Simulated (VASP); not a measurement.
Crystal: CdF2.

```
Cd F
1.0
     0.00000    2.63799    2.63799
     2.63799    0.00000    2.63799
     2.63799    2.63799    0.00000
Cd F
1 2
Direct
  0.00000 0.00000 0.00000
  0.25000 0.25000 0.25000
  0.75000 0.75000 0.75000
```

This cell differs from its parent crystal: volume scaled by 0.91.

Base run:

| Property | Result |
| --- | --- |
| Program | VASP 6.6.1 |
| Functional | PBE |
| Dispersion | D3(BJ) |
| Potentials or basis | VASP PAW PBE potentials, release 64 (Cd, F) |
| Cutoff | 520 eV |
| k mesh | 8 × 8 × 8 |
| Occupations | gaussian, width 0.02 eV |
| Spin | no spin polarisation |

Its results: band gap on the k mesh 3.29 eV, indirect (least direct gap 3.70 eV); pressure 12.8 GPa.

Task: The run is repeated on the same cell with these changes: potentials or basis from VASP PAW PBE potentials, release 64 (Cd, F) to VASP PAW PBE potentials, release 64 (Cd_sv_GW, F); cutoff from 520 eV to 600 eV; further incar settings from ALGO = Normal; EDIFF = 1e-07; NBANDS = 20 to ALGO = Normal; EDIFF = 1e-06; NBANDS = 24; valence electrons from 26 to 34. What comes out?

Result: Band gap on the k mesh 3.32 eV, indirect (least direct gap 3.73 eV); pressure 10.9 GPa.

A k mesh can miss the band edges.
